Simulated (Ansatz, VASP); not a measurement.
**In3As in VASP and in Ansatz**

```
In As
1.0
     4.60854    0.00000    0.00000
     0.00000    4.60854    0.00000
     0.00000    0.00000    4.60854
In As
3 1
Direct
  0.00000 0.50000 0.50000
  0.50000 0.00000 0.50000
  0.50000 0.50000 0.00000
  0.00000 0.00000 0.00000
```

Alike in both runs: task single point; functional r2SCAN; k mesh 4 × 4 × 4; occupations fermi-dirac, width 0.1 eV; no spin polarisation.

|  | VASP | Ansatz |
| --- | --- | --- |
| version | VASP 6.6.1 | Ansatz 0.2.0 |
| potentials or method | VASP PAW PBE potentials, release 64 (In_d, As), cutoff 520 eV | plane waves, PAW |
| valence electrons in the cell | 44 | 54 |

```csv
,VASP,Ansatz,Ansatz less VASP
pressure (GPa),0.3,0.3,+0.02
```

VASP's potentials were made for PBE, not for r2SCAN. VASP's potentials hold 44 valence electrons a cell and Ansatz's 54, so a difference there can come from the potentials and not from the codes.
